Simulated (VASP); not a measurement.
Set up this calculation in VASP 6.6.1, as the native input.

| Item | Value |
| --- | --- |
| Task | single point |
| Functional | r2SCAN |
| Potentials or basis | VASP PAW PBE potentials, release 64 (Nb_sv) |
| Cutoff | 520 eV |
| k mesh | 24 × 24 × 20 |
| Occupations | gaussian, width 0.1 eV |
| Spin | no spin polarisation |
| Dipole correction | no |
| Further INCAR settings | ALGO = Normal; EDIFF = 1e-06; NBANDS = 12 |

Nb:

```
CELL_PARAMETERS angstrom
2.85984 0.00000 0.00000
-1.42992 2.47670 0.00000
0.00000 0.00000 2.71560
ATOMIC_POSITIONS crystal
Nb 0.00000 0.00000 0.00000
```

This isn't the form of Nb at room conditions, which is bcc.

One way to write it, as run:

POSCAR

```
Nb
1.0
    2.8598416601      0.0000000000      0.0000000000
   -1.4299208300      2.4766955285      0.0000000000
    0.0000000000      0.0000000000      2.7156008777
Nb
1
Direct
    0.0000000000      0.0000000000      0.0000000000
```

INCAR.step1

```
  ALGO = Normal
  EDIFF = 1E-4
  ENCUT = 520
  GGA = PE
  ISMEAR = 0
  LASPH = T
  LCHARG = F
  LREAL = F
  LWAVE = T
  NBANDS = 12
  NELM = 100
  PREC = Accurate
  SIGMA = 0.1
```

INCAR.step2

```
  ALGO = Normal
  EDIFF = 1E-6
  ENCUT = 520
  ISIF = 2
  ISMEAR = 0
  ISTART = 1
  LASPH = T
  LCHARG = T
  LELF = T
  LMIXTAU = T
  LREAL = F
  LVHAR = T
  LWAVE = F
  METAGGA = R2SCAN
  NBANDS = 12
  NELM = 100
  PREC = Accurate
  SIGMA = 0.1
```

KPOINTS

```
k-points
0
Gamma
  24 24 20
```

Potentials or basis: VASP PAW PBE potentials, release 64 (Nb_sv).

Run with:

```sh
$ cat potpaw_PBE.64/Nb_sv/POTCAR > POTCAR
$ cp INCAR.step1 INCAR
$ mpirun -np 1 vasp_std > vasp.out
$ cp INCAR.step2 INCAR
$ mpirun -np 1 vasp_std > vasp.out
```

It gave:

The pressure is -0.1 GPa and the band gap on the k mesh is zero (an odd number of electrons rules out a gap without spin polarisation).

Caveat: the PAW data sets were made with another functional, which shifts forces and pressure a little.

It took 2.2 min on 1 thread of Intel(R) Xeon(R) 6975P-C (Granite Rapids), with other jobs on the host, peak memory 0.26 GiB.
